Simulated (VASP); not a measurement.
The system is Mo.

```
Mo
1.0
     2.76091    0.00000    0.00000
    -1.38046    2.39102    0.00000
     0.00000    0.00000    2.55343
Mo
1
Cartesian
  0.0000 0.0000 0.0000
```

* Program: VASP 6.6.1
* Task: relaxation of cell and atoms
* Functional: PBE
* Potentials or basis: VASP PAW PBE potentials, release 64 (Mo_sv)
* Cutoff: 500 eV
* k mesh: 24 × 24 × 22
* Occupations: gaussian, width 0.1 eV
* Spin: no spin polarisation

At the start: pressure -0.2 GPa; volume 16.86 Å³/atom.

Problem. Where does the relaxation end?

Solution. Over 6 steps the energy falls by 3.1 meV/atom and the volume is 16.84 Å³/atom (-0.1 %); space group P6/mmm (No. 191, to 0.05 Å).

The path:
```csv
step,energy change (eV),largest force (eV/Å),pressure (GPa),volume (Å³)
1,0.0000,0.0000,-0.16,16.86
2,-0.0016,0.0000,0.58,16.81
3,-0.0031,0.0000,0.19,16.83
4,-0.0031,0.0000,0.20,16.83
5,-0.0030,0.0000,-0.38,16.88
6,-0.0031,0.0000,0.01,16.84
```

Final structure:
```
Mo
1.0
     2.77556    0.00000    0.00000
    -1.38778    2.40371    0.00000
     0.00000    0.00000    2.52482
Mo
1
Direct
  0.00000 0.00000 0.00000
```
